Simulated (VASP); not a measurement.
# Pb (Fm-3m) in VASP: further runs

The runs below take Pb through single point, relaxation of cell and atoms, with PBEsol.

Program: VASP 6.6.1. These are calculated values, not measurements. Logs are shortened: lines on timing, memory, paths and dates and some standing lists are left out, and cuts for length are marked.

### 1 The cell of the first run

It takes space group Fm-3m (No. 225, cubic). Conventional cell: a = 4.929 Å, b = 4.929 Å, c = 4.929 Å, α = 90.00°, β = 90.00°, γ = 90.00°. Pb (site symmetry m-3m) has 12 Pb at 3.49 Å within 4.6 Å.

### 2 Single point, PBEsol

INCAR

```
PREC     = Accurate       # precision mode
ENCUT    = 520            # plane-wave cutoff, eV
EDIFF    = 1E-6           # SCF threshold, eV
ISMEAR   = -1             # smearing method
SIGMA    = 0.05           # smearing width, eV
LREAL    = False          # projectors in reciprocal space
LASPH    = True           # aspherical terms in the spheres
NELM     = 60             # most SCF steps
ALGO     = Normal         # electronic algorithm
ISIF     = 2              # what is computed and relaxed
LWAVE    = False          # write WAVECAR
LCHARG   = True           # write CHGCAR
GGA      = PS             # functional
LELF     = True           # ELF
LVHAR    = True         
NBANDS   = 13             # bands
```

KPOINTS

```
Automatic mesh
0
Gamma
  9 9 9
```

POSCAR

```
Pb
1.0
    3.4852922075      0.0000000000      0.0000000000
    1.7426461038      3.0183515913      0.0000000000
    1.7426461038      1.0061171971      2.8457291710
Pb
1
Direct
    0.0000000000      0.0000000000      0.0000000000
```

Potentials or basis: VASP PAW PBE potentials, release 64 (Pb_d).

Run with:

```sh
> cat potpaw_PBE.64/Pb_d/POTCAR > POTCAR
> mpirun -np 1 vasp_std > vasp.out
```

OUTCAR:

```text
PREC = Accurate
   ENCUT = 520
   EDIFF = 1E-6
   ISMEAR = -1
   LREAL = False
   LASPH = True
   NELM = 60
   ISIF = 2
   GGA = PS

 ion  position               nearest neighbor table
   1  0.000  0.000  0.000-

  LATTYP: Found a face centered cubic cell.
 ALAT       =     4.9289475087

  Lattice vectors:

 A1 = (   3.4852922075,   0.0000000000,   0.0000000000)
 A2 = (   1.7426461038,   3.0183515913,   0.0000000000)
 A3 = (   1.7426461038,   1.0061171971,   2.8457291710)

Analysis of symmetry for initial positions (statically):
=====================================================================
 Subroutine PRICEL returns:
 Original cell was already a primitive cell.

 Routine SETGRP: Setting up the symmetry group for a
 face centered cubic supercell.

 Subroutine GETGRP returns: Found 48 space group operations
 (whereof 48 operations were pure point group operations)
 out of a pool of 48 trial point group operations.

The static configuration has the point symmetry O_h .

Analysis of symmetry for dynamics (positions and initial velocities):
=====================================================================
 Subroutine PRICEL returns:
 Original cell was already a primitive cell.

 Routine SETGRP: Setting up the symmetry group for a
 face centered cubic supercell.

 Subroutine GETGRP returns: Found 48 space group operations
 (whereof 48 operations were pure point group operations)
 out of a pool of 48 trial point group operations.

The dynamic configuration has the point symmetry O_h .

 Subroutine INISYM returns: Found 48 space group operations
 (whereof 48 operations are pure point group operations),
 and found     1 'primitive' translations

----------------------------------------------------------------------------------------

                                     Primitive cell

  volume of cell :      29.9366

  direct lattice vectors                    reciprocal lattice vectors
     3.485292208  0.000000000  0.000000000     0.286919988 -0.165653333 -0.117134595
     1.742646104  3.018351591  0.000000000     0.000000000  0.331306665 -0.117134595
     1.742646104  1.006117197  2.845729171     0.000000000  0.000000000  0.351403784

  length of vectors
     3.485292208  3.485292208  3.485292208     0.351403784  0.351403784  0.351403784

  position of ions in fractional coordinates (direct lattice)
     0.000000000  0.000000000  0.000000000

  ion indices of the primitive-cell ions
   primitive index   ion index
                 1           1

----------------------------------------------------------------------------------------

 KPOINTS: Automatic mesh

Automatic generation of k-mesh.
 Grid dimensions read from file:
 generate k-points for:    9    9    9

 Generating k-lattice:

  Cartesian coordinates                     Fractional coordinates (reciprocal lattice)
     0.031879999 -0.018405926 -0.013014955     0.111111111 -0.000000000 -0.000000000
     0.000000000  0.036811852 -0.013014955     0.000000000  0.111111111  0.000000000
     0.000000000  0.000000000  0.039044865     0.000000000  0.000000000  0.111111111

  Length of vectors
     0.039044865  0.039044865  0.039044865

  Shift w.r.t. Gamma in fractional coordinates (k-lattice)
     0.000000000  0.000000000  0.000000000

 Subroutine IBZKPT returns following result:
 ===========================================

 Found     35 irreducible k-points:

 Following reciprocal coordinates:
            Coordinates               Weight
  0.000000  0.000000  0.000000      1.000000
  0.111111  0.000000  0.000000      8.000000
  0.222222 -0.000000 -0.000000      8.000000
  0.333333  0.000000  0.000000      8.000000
  0.444444 -0.000000 -0.000000      8.000000
  0.111111  0.111111  0.000000      6.000000
[... 16 lines left out ...]
 -0.333333  0.333333  0.000000     12.000000
  0.444444  0.444444  0.000000      6.000000
 [... further k-points ...]
   k-points           NKPTS =     35   k-points in BZ     NKDIM =     35   number of bands    NBANDS=     13
   number of dos      NEDOS =    301   number of ions     NIONS =      1
   total plane-waves  NPLWV =  21952
   dimension x,y,z NGX =    28 NGY =   28 NGZ =   28
   dimension x,y,z NGXF=    56 NGYF=   56 NGZF=   56
   ions per type =               1
   NGX,Y,Z   is equivalent  to a cutoff of  13.36, 13.36, 13.36 a.u.
   NGXF,Y,Z  is equivalent  to a cutoff of  26.71, 26.71, 26.71 a.u.
 SYSTEM =  unknown system
   PREC   = accura    normal or accurate (medium, high low for compatibility)
   ISTART =      0    job   : 0-new  1-cont  2-samecut
   ICHARG =      2    charge: 1-file 2-atom 10-const
   ISPIN  =      1    spin polarized calculation?
   LNONCOLLINEAR =      F non collinear calculations
   LSORBIT =      F    spin-orbit coupling
   LASPH  =      T    aspherical Exc in radial PAW
   ENCUT  =  520.0 eV  38.22 Ry    6.18 a.u.   6.48  6.48  6.48*2*pi/ulx,y,z
   NELM   =     60;   NELMIN=  2; NELMDL= -5     # of ELM steps
   EDIFF  = 0.1E-05   stopping-criterion for ELM
   LREAL  =      F    real-space projection
   EDIFFG = 0.1E-04   stopping-criterion for IOM
   NSW    =      0    number of steps for IOM
   IBRION =     -1    ionic relax: 0-MD 1-quasi-New 2-CG
   NFREE  =      0    steps in history (QN), initial steepest desc. (CG)
   ISIF   =      2    stress and relaxation
   ISYM   =      2    0-nonsym 1-usesym 2-fastsym
   POTIM  = 0.5000    time-step for ionic-motion
   TEBEG  =    0.0;   TEEND  =   0.0 temperature during run
   PSTRESS=    0.0 pullay stress
   NELECT =      14.0000    total number of electrons
   NUPDOWN=      -1.0000    fix difference up-down
   EMIN   =  10.00;   EMAX   =-10.00  energy-range for DOS
   EFERMI =   0.00;   METHOD = LEGACY
   ISMEAR =    -1;   SIGMA  =   0.05  broadening in eV -4-tet -1-fermi 0-gaus
   EFERMI_NEDOS =   21; number of points for ismear=-14 and -15
   IALGO  =     38    algorithm
   IMIX   =      4    mixing-type and parameters
     AMIX     =   0.40;   BMIX     =  1.00
     AMIX_MAG =   1.60;   BMIX_MAG =  1.00
  volume/ion in A,a.u.               =      29.94       202.02
  Fermi-wavevector in a.u.,A,eV,Ry     =   1.270720  2.401313 21.969738  1.614730
  Thomas-Fermi vector in A             =   2.403692
   LORBIT       =      0    0 simple, 1 ext, 2 COOP (PROOUT), +10 PAW based schemes
   GGA     = PS    functional components
   LHFCALC =     F    Hartree Fock is set to
   AEXX    =    0.0000 exact exchange contribution
   IVDW    =     0    specifies the selected vdW correction
   LEPSILON=     F    determine dielectric tensor
   LRPA    =     F    only Hartree local field effects (RPA)
 non-spin polarized calculation
  energy-cutoff  :      520.00
  volume of cell :       29.94
 maximum number of plane-waves:       825
 NGX is ok and might be reduce to    28
   NGX = 13   NGY = 13   NGZ = 13

 number of electron      13.9999999 magnetization

 Free energy of the ion-electron system (eV)
  ---------------------------------------------------
  ext. energy  EPLUGINS =         0.00000000
  ---------------------------------------------------
  free energy    TOTEN  =        -4.01800355 eV

  energy without entropy =       -4.01495171  energy(sigma->0) =       -4.01647763

 E-fermi :   7.0856     XC(G=0): -10.4036

 val. band max:        6.8617858834   @ k =  -0.3333   0.3333   0.1111
 cond. band min:       7.0897375632   @ k =  -0.2222   0.3333   0.1111
 fundamental gap:      0.2279516798
 Fermi energy:         7.0855875475

 k-point     1 :       0.0000    0.0000    0.0000
  band No.  band energies     occupation
      1      -9.7551      2.00000
      2      -9.7551      2.00000
      3      -9.7551      2.00000
      4      -9.6073      2.00000
      5      -9.6073      2.00000
      6      -4.6126      2.00000
      7      14.7566      0.00000
      8      14.7566      0.00000
      9      14.7566      0.00000
     10      17.0154      0.00000
     11      18.7233      0.00000
     12      19.8177      0.00000
     13      19.8177      0.00000

 k-point     2 :       0.1111    0.0000    0.0000
  band No.  band energies     occupation
      1      -9.7560      2.00000
      2      -9.7379      2.00000
      3      -9.7379      2.00000
      4      -9.6075      2.00000
      5      -9.6075      2.00000
      6      -4.3714      2.00000
      7      12.3557      0.00000
      8      14.4702      0.00000
      9      14.4702      0.00000
     10      16.6423      0.00000
     11      19.6725      0.00000
     12      20.3300      0.00000
     13      20.3300      0.00000

 k-point     3 :       0.2222   -0.0000   -0.0000
  band No.  band energies     occupation
      1      -9.7622      2.00000
      2      -9.7174      2.00000
      3      -9.7174      2.00000
      4      -9.5840      2.00000
      5      -9.5840      2.00000
      6      -3.6486      2.00000
      7       8.8458      0.00000
      8      13.8614      0.00000
      9      13.8614      0.00000
     10      16.3160      0.00000
     11      19.1563      0.00000
     12      19.9331      0.00000
     13      19.9331      0.00000
[... 305 lines left out ...]
 k-point    23 :      -0.3333    0.3333    0.0000
  band No.  band energies     occupation
      1      -9.8140      2.00000
      2      -9.6485      2.00000
      3      -9.5993      2.00000
      4      -9.5743      2.00000
      5      -9.5070      2.00000
      6       0.0713      2.00000
      7       5.3919      2.00000
      8       5.6613      2.00000
      9      10.9333      0.00000
     10      14.1869      0.00000
     11      21.0849      0.00000
     12      22.7170      0.00000
     13      22.7193      0.00000

 k-point    24 :       0.4444    0.4444    0.0000
  band No.  band energies     occupation
      1      -9.9225      2.00000
      2      -9.8272      2.00000
      3      -9.4818      2.00000
      4      -9.4416      2.00000
      5      -9.4416      2.00000
      6       0.0760      2.00000
      7       4.4875      2.00000
      8       9.3975      0.00000
      9       9.3975      0.00000
     10      12.7425      0.00000
     11      13.9760      0.00000
     12      25.5961      0.00000
     13      27.3706      0.00000

 [... further k-points ...]

------------------------ aborting loop because EDIFF is reached ----------------------------------------

  FORCE on cell =-STRESS in cart. coord.  units (eV):
  Direction    XX          YY          ZZ          XY          YZ          ZX
  --------------------------------------------------------------------------------------
  -------------------------------------------------------------------------------------
  Total       -0.0170812     -0.0170812     -0.0170812     -0.0000000     -0.0000000     -0.0000000
  in kB       -0.9141699     -0.9141699     -0.9141699     -0.0000000     -0.0000000     -0.0000000
  external PRESSURE =      -0.9141699 kB  Pullay stress =       0.0000000 kB

 VOLUME and BASIS-vectors are now :
 -----------------------------------------------------------------------------
  energy-cutoff  :      520.00
  volume of cell :       29.94
      direct lattice vectors                 reciprocal lattice vectors
     3.485292208  0.000000000  0.000000000     0.286919988 -0.165653333 -0.117134595
     1.742646104  3.018351591  0.000000000     0.000000000  0.331306665 -0.117134595
     1.742646104  1.006117197  2.845729171     0.000000000  0.000000000  0.351403784

 POSITION                                       TOTAL-FORCE (eV/Angst)
 -----------------------------------------------------------------------------------
      0.00000      0.00000      0.00000        -0.000000      0.000000      0.000000
 -----------------------------------------------------------------------------------
    total drift:                               -0.000000     -0.000000     -0.000000

  FREE ENERGIE OF THE ION-ELECTRON SYSTEM (eV)
  ---------------------------------------------------
  free  energy   TOTEN  =        -4.0180035541 eV

  energy  without entropy=       -4.0149517104  energy(sigma->0) =       -4.01647763
```

Run time: 8.8 s. Hardware: 1 thread of Intel Xeon Platinum 8488C (Sapphire Rapids), shared host; peak memory 0.16 GiB.

What came out:

```
Free energy            : -4.0180 eV
Pressure               : -0.1 GPa
Band gap on the k mesh : zero (bands 7 and 8 overlap by 9.10 eV)
```

Caveat: the PAW data sets were made with another functional, which shifts forces and pressure a little; spin-orbit coupling is left out, which moves the levels of the heavy elements.

[end of part 1 of 2]
